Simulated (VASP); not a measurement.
# Ta (P6_3/mmc) in VASP: notebook

The runs below take Ta through single point, with PBEsol, LDA.

Program: VASP 6.6.1. These are calculated values, not measurements. Logs are shortened: lines on timing, memory, paths and dates and some standing lists are left out, and cuts for length are marked.

## Step 1: The cell of the first run

The structure is hexagonal, space group P6_3/mmc (No. 194). The conventional cell has a = 2.900 Å, b = 2.900 Å, c = 5.166 Å, α = 90.00°, β = 90.00°, γ = 120.00°. Within 3.8 Å of Ta (site symmetry -6m2) lie 12 Ta at 2.90 to 3.08 Å.

## Step 2: Single point, PBEsol

Input file INCAR:

```
SYSTEM = Ta
  PREC = Accurate
  ENCUT = 520
  EDIFF = 1E-6
  ISMEAR = 0
  SIGMA = 0.05
  LREAL = .False.
  LASPH = .True.
  NELM = 80
  ALGO = Fast
  ISIF = 2
  LWAVE = .False.
  LCHARG = .True.
  GGA = PS
  LELF = .True.
  LVHAR = .True.
  NBANDS = 18
```

Input file KPOINTS:

```
regular mesh
0
Gamma
  9 9 5
  0 0 0
```

Input file POSCAR:

```
Ta
1.0
    2.9003720726      0.0000000000      0.0000000000
   -1.4501860363      2.5117958953      0.0000000000
    0.0000000000      0.0000000000      5.1662740000
Ta
2
Direct
    0.3333333333      0.6666666667      0.2500000000
    0.6666666667      0.3333333333      0.7500000000
```

Potentials or basis: VASP PAW PBE potentials, release 64 (Ta_pv).

Started as:

```console
> cat potpaw_PBE.64/Ta_pv/POTCAR > POTCAR
> mpirun -np 1 vasp_std > vasp.out
```

OUTCAR:

```text
SYSTEM = Ta
   PREC = Accurate
   ENCUT = 520
   EDIFF = 1E-6
   ISMEAR = 0
   LREAL = .False.
   LASPH = .True.
   NELM = 80
   ISIF = 2
   GGA = PS

 ion  position               nearest neighbor table
   1  0.333  0.667  0.250-   2 3.08   2 3.08   2 3.08   2 3.08   2 3.08   2 3.08
   2  0.667  0.333  0.750-   1 3.08   1 3.08   1 3.08   1 3.08   1 3.08   1 3.08

  LATTYP: Found a hexagonal cell.
 ALAT       =     2.9003720726
 C/A-ratio  =     1.7812452577

  Lattice vectors:

 A1 = (   2.9003720726,   0.0000000000,   0.0000000000)
 A2 = (  -1.4501860363,   2.5117958953,   0.0000000000)
 A3 = (   0.0000000000,   0.0000000000,   5.1662740000)

Analysis of symmetry for initial positions (statically):
=====================================================================
 Subroutine PRICEL returns:
 Original cell was already a primitive cell.

 Routine SETGRP: Setting up the symmetry group for a
 hexagonal supercell.

 Subroutine GETGRP returns: Found 24 space group operations
 (whereof 12 operations were pure point group operations)
 out of a pool of 24 trial point group operations.

The static configuration has the point symmetry D_3d.
 The point group associated with its full space group is D_6h.

Analysis of symmetry for dynamics (positions and initial velocities):
=====================================================================
 Subroutine PRICEL returns:
 Original cell was already a primitive cell.

 Routine SETGRP: Setting up the symmetry group for a
 hexagonal supercell.

 Subroutine GETGRP returns: Found 24 space group operations
 (whereof 12 operations were pure point group operations)
 out of a pool of 24 trial point group operations.

The dynamic configuration has the point symmetry D_3d.
 The point group associated with its full space group is D_6h.

 Subroutine INISYM returns: Found 24 space group operations
 (whereof 12 operations are pure point group operations),
 and found     1 'primitive' translations

----------------------------------------------------------------------------------------

                                     Primitive cell

  volume of cell :      37.6370

  direct lattice vectors                    reciprocal lattice vectors
     2.900372073  0.000000000  0.000000000     0.344783350  0.199060760  0.000000000
    -1.450186036  2.511795895  0.000000000     0.000000000  0.398121520  0.000000000
     0.000000000  0.000000000  5.166274000     0.000000000  0.000000000  0.193563098

  length of vectors
     2.900372073  2.900372073  5.166274000     0.398121520  0.398121520  0.193563098

  position of ions in fractional coordinates (direct lattice)
     0.333333333  0.666666667  0.250000000
     0.666666667  0.333333333  0.750000000

  ion indices of the primitive-cell ions
   primitive index   ion index
                 1           1
                 2           2

----------------------------------------------------------------------------------------

 KPOINTS: regular mesh

Automatic generation of k-mesh.
 Grid dimensions read from file:
 generate k-points for:    9    9    5

 Generating k-lattice:

  Cartesian coordinates                     Fractional coordinates (reciprocal lattice)
     0.038309261  0.022117862  0.000000000     0.111111111  0.000000000  0.000000000
     0.000000000  0.044235724  0.000000000     0.000000000  0.111111111  0.000000000
     0.000000000  0.000000000  0.038712620     0.000000000  0.000000000  0.200000000

  Length of vectors
     0.044235724  0.044235724  0.038712620

  Shift w.r.t. Gamma in fractional coordinates (k-lattice)
     0.000000000  0.000000000  0.000000000

 Subroutine IBZKPT returns following result:
 ===========================================

 Found     36 irreducible k-points:

 Following reciprocal coordinates:
            Coordinates               Weight
  0.000000  0.000000  0.000000      1.000000
  0.111111  0.000000  0.000000      6.000000
  0.222222  0.000000  0.000000      6.000000
  0.333333 -0.000000  0.000000      6.000000
  0.444444  0.000000  0.000000      6.000000
  0.111111  0.111111  0.000000      6.000000
[... 16 lines left out ...]
  0.333333  0.222222  0.200000     24.000000
  0.333333  0.333333  0.200000      4.000000
 [... further k-points ...]
   k-points           NKPTS =     36   k-points in BZ     NKDIM =     36   number of bands    NBANDS=     18
   number of dos      NEDOS =    301   number of ions     NIONS =      2
   total plane-waves  NPLWV =  23040
   dimension x,y,z NGX =    24 NGY =   24 NGZ =   40
   dimension x,y,z NGXF=    48 NGYF=   48 NGZF=   80
   ions per type =               2
   NGX,Y,Z   is equivalent  to a cutoff of  13.76, 13.76, 12.87 a.u.
   NGXF,Y,Z  is equivalent  to a cutoff of  27.51, 27.51, 25.74 a.u.
 SYSTEM =  Ta
   PREC   = accura    normal or accurate (medium, high low for compatibility)
   ISTART =      0    job   : 0-new  1-cont  2-samecut
   ICHARG =      2    charge: 1-file 2-atom 10-const
   ISPIN  =      1    spin polarized calculation?
   LNONCOLLINEAR =      F non collinear calculations
   LSORBIT =      F    spin-orbit coupling
   LASPH  =      T    aspherical Exc in radial PAW
   ENCUT  =  520.0 eV  38.22 Ry    6.18 a.u.   5.39  5.39  9.61*2*pi/ulx,y,z
   NELM   =     80;   NELMIN=  2; NELMDL= -5     # of ELM steps
   EDIFF  = 0.1E-05   stopping-criterion for ELM
   LREAL  =      F    real-space projection
   EDIFFG = 0.1E-04   stopping-criterion for IOM
   NSW    =      0    number of steps for IOM
   IBRION =     -1    ionic relax: 0-MD 1-quasi-New 2-CG
   NFREE  =      0    steps in history (QN), initial steepest desc. (CG)
   ISIF   =      2    stress and relaxation
   ISYM   =      2    0-nonsym 1-usesym 2-fastsym
   POTIM  = 0.5000    time-step for ionic-motion
   TEBEG  =    0.0;   TEEND  =   0.0 temperature during run
   PSTRESS=    0.0 pullay stress
   NELECT =      22.0000    total number of electrons
   NUPDOWN=      -1.0000    fix difference up-down
   EMIN   =  10.00;   EMAX   =-10.00  energy-range for DOS
   EFERMI =   0.00;   METHOD = LEGACY
   ISMEAR =     0;   SIGMA  =   0.05  broadening in eV -4-tet -1-fermi 0-gaus
   EFERMI_NEDOS =   21; number of points for ismear=-14 and -15
   IALGO  =     68    algorithm
   IMIX   =      4    mixing-type and parameters
     AMIX     =   0.40;   BMIX     =  1.00
     AMIX_MAG =   1.60;   BMIX_MAG =  1.00
  volume/ion in A,a.u.               =      18.82       126.99
  Fermi-wavevector in a.u.,A,eV,Ry     =   1.368812  2.586680 25.492516  1.873647
  Thomas-Fermi vector in A             =   2.494743
   LORBIT       =      0    0 simple, 1 ext, 2 COOP (PROOUT), +10 PAW based schemes
   GGA     = PS    functional components
   LHFCALC =     F    Hartree Fock is set to
   AEXX    =    0.0000 exact exchange contribution
   IVDW    =     0    specifies the selected vdW correction
   LEPSILON=     F    determine dielectric tensor
   LRPA    =     F    only Hartree local field effects (RPA)
 non-spin polarized calculation
 RMM-DIIS sequential band-by-band and
 Gauss-broadening in eV      SIGMA  =   0.05
  energy-cutoff  :      520.00
  volume of cell :       37.64
 maximum number of plane-waves:      1039
 NGX is ok and might be reduce to    24
   NGX = 11   NGY = 11   NGZ = 19

 number of electron      22.0000003 magnetization

 Free energy of the ion-electron system (eV)
  ---------------------------------------------------
  ext. energy  EPLUGINS =         0.00000000
  ---------------------------------------------------
  free energy    TOTEN  =       -24.46981444 eV

  energy without entropy =      -24.46671356  energy(sigma->0) =      -24.46826400

 E-fermi :   5.3972     XC(G=0): -12.4928

 val. band max:        5.3620282213   @ k =   0.4444   0.1111   0.2000
 cond. band min:       5.4036233494   @ k =   0.2222   0.0000   0.4000
 fundamental gap:      0.0415951281
 Fermi energy:         5.3971866470

 k-point     1 :       0.0000    0.0000    0.0000
  band No.  band energies     occupation
      1     -29.1180      2.00000
      2     -28.3043      2.00000
      3     -28.1934      2.00000
      4     -28.1934      2.00000
      5     -28.1113      2.00000
      6     -28.1113      2.00000
[... 10 lines left out ...]
     17      10.5078      0.00000
     18      10.5078      0.00000

 k-point     2 :       0.1111    0.0000    0.0000
  band No.  band energies     occupation
      1     -29.0792      2.00000
      2     -28.3181      2.00000
      3     -28.3089      2.00000
      4     -28.2383      2.00000
      5     -28.2271      2.00000
      6     -28.1344      2.00000
[... 10 lines left out ...]
     17      10.6761      0.00000
     18      11.4094      0.00000

 k-point     3 :       0.2222    0.0000    0.0000
  band No.  band energies     occupation
      1     -28.9739      2.00000
      2     -28.6286      2.00000
      3     -28.5455      2.00000
      4     -28.3272      2.00000
      5     -28.3094      2.00000
      6     -28.1946      2.00000
[... 10 lines left out ...]
     17      10.8764      0.00000
     18      13.0917      0.00000

 k-point     4 :       0.3333   -0.0000    0.0000
  band No.  band energies     occupation
      1     -28.9716      2.00000
      2     -28.8740      2.00000
      3     -28.8336      2.00000
      4     -28.3993      2.00000
      5     -28.3674      2.00000
      6     -28.2644      2.00000
[... 375 lines left out ...]
      4     -28.5605      2.00000
      5     -28.4599      2.00000
      6     -28.3914      2.00000
[... 10 lines left out ...]
     17      12.1222      0.00000
     18      13.3999      0.00000

 k-point    23 :       0.3333    0.2222    0.2000
  band No.  band energies     occupation
      1     -29.0722      2.00000
      2     -29.0024      2.00000
      3     -28.7159      2.00000
      4     -28.6207      2.00000
      5     -28.5563      2.00000
      6     -28.4382      2.00000
[... 10 lines left out ...]
     17      13.3270      0.00000
     18      13.6592      0.00000

 k-point    24 :       0.3333    0.3333    0.2000
  band No.  band energies     occupation
      1     -28.9448      2.00000
      2     -28.9059      2.00000
      3     -28.9059      2.00000
      4     -28.7801      2.00000
      5     -28.5015      2.00000
      6     -28.5015      2.00000
[... 10 lines left out ...]
     17      12.8060      0.00000
     18      12.8060      0.00000

 [... further k-points ...]

------------------------ aborting loop because EDIFF is reached ----------------------------------------

  FORCE on cell =-STRESS in cart. coord.  units (eV):
  Direction    XX          YY          ZZ          XY          YZ          ZX
  --------------------------------------------------------------------------------------
  -------------------------------------------------------------------------------------
  Total       -1.9581224     -1.9581224     -1.0060366      0.0000000      0.0000000      0.0000000
  in kB      -83.3556279    -83.3556279    -42.8261345      0.0000000      0.0000000      0.0000000
  external PRESSURE =     -69.8457968 kB  Pullay stress =       0.0000000 kB

 VOLUME and BASIS-vectors are now :
 -----------------------------------------------------------------------------
  energy-cutoff  :      520.00
  volume of cell :       37.64
      direct lattice vectors                 reciprocal lattice vectors
     2.900372073  0.000000000  0.000000000     0.344783350  0.199060760  0.000000000
    -1.450186036  2.511795895  0.000000000     0.000000000  0.398121520  0.000000000
     0.000000000  0.000000000  5.166274000     0.000000000  0.000000000  0.193563098

 POSITION                                       TOTAL-FORCE (eV/Angst)
 -----------------------------------------------------------------------------------
     -0.00000      1.67453      1.29157         0.000000     -0.000000      0.000000
      1.45019      0.83727      3.87471        -0.000000      0.000000      0.000000
 -----------------------------------------------------------------------------------
    total drift:                               -0.000000      0.000000     -0.000000

  FREE ENERGIE OF THE ION-ELECTRON SYSTEM (eV)
  ---------------------------------------------------
  free  energy   TOTEN  =       -24.4698144362 eV

  energy  without entropy=      -24.4667135558  energy(sigma->0) =      -24.46826400
```

It used 16 s of CPU time on 1 thread of Intel Xeon 6975P-C, on a shared host.

Results:

* Free energy: -24.4698 eV
* Pressure: -7.0 GPa
* Band gap on the k mesh: zero (band 11 reaches 6.29 eV, above the bottom of band 12 at 4.80 eV)

Stress tensor (GPa, compression positive):
```
-8.34  0.00  0.00
 0.00 -8.34  0.00
 0.00  0.00 -4.28
```

Caveat: the PAW data sets were made with another functional, which shifts forces and pressure a little; spin-orbit coupling is left out, which moves the levels of the heavy elements.

(Continued in part 2 of 2.)
